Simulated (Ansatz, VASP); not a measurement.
## One calculation of AlAsPd3, two programs

```
Al As Pd
1.0
     4.14840    0.00000    0.00000
     0.00000    4.14840    0.00000
     0.00000    0.00000    4.83275
Al As Pd
1 1 3
Direct
  0.50000 0.50000 0.00000
  0.50000 0.50000 0.50000
  0.00000 0.00000 0.00000
  0.50000 0.00000 0.50000
  0.00000 0.50000 0.50000
```

Alike in both runs: task relaxation of cell and atoms; functional PBE; k mesh 4 × 4 × 4; occupations gaussian, width 0.1 eV; no spin polarisation.

|  | VASP | Ansatz |
| --- | --- | --- |
| version | VASP 6.6.1 | Ansatz 0.2.0 |
| potentials or method | VASP PAW PBE potentials, release 64 (Al, As, Pd), cutoff 600 eV | scalar-relativistic, plane waves, PAW |
| valence electrons in the cell | 38 | 72 |

```csv
,VASP,Ansatz,Ansatz less VASP
"gap on the k mesh at the Fermi level, each at its own relaxed structure (eV)",none,none,-
relaxed volume (Å³/atom),19.83,19.80,-0.037
relaxed length of the cell vector where the two differ most in proportion (Å),4.633,4.623,-0.0103
```

A gap of «none» marks a metal or a gap that the smearing closes. VASP's potentials hold 38 valence electrons a cell and Ansatz's 72, so a difference there can come from the potentials and not from the codes.

The k mesh is coarse, so the values compare programs but aren't converged. Noted on VASP's run: the volume moved by over 15 % at a fixed basis, so the end points are rough.
